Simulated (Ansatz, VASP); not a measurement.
# One calculation of Tl, two programs

```xyz
2
Lattice="3.4560 0.0000 0.0000 -1.7280 2.9930 0.0000 0.0000 0.0000 5.2488" Properties=species:S:1:pos:R:3 pbc="T T T"
Tl    0.0000    1.9953    1.3122
Tl    1.7280    0.9977    3.9366
```

Change from the starting cell: strain +0.000 along x and y, -0.050 along z, atoms carried along.

Alike in both runs: task single point; functional PBE; k mesh 18 × 18 × 10; occupations gaussian, width 0.15 eV; no spin polarisation.

|  | VASP | Ansatz |
| --- | --- | --- |
| version | VASP 6.6.1 | Ansatz 0.2.0 |
| potentials or method | VASP PAW PBE potentials, release 64 (Tl_d), cutoff 520 eV | scalar-relativistic, plane waves, PAW |
| valence electrons in the cell | 26 | 26 |

```tsv
	VASP	Ansatz	Ansatz less VASP
gap on the k mesh at the Fermi level (eV)	none	none	-
pressure (GPa)	5.9	6.0	+0.05
traceless stress, the component that is largest in VASP (GPa)	1.47	1.48	+0.001
```

A gap of «none» marks a metal or a gap that the smearing closes.

Spin-orbit coupling is off throughout.
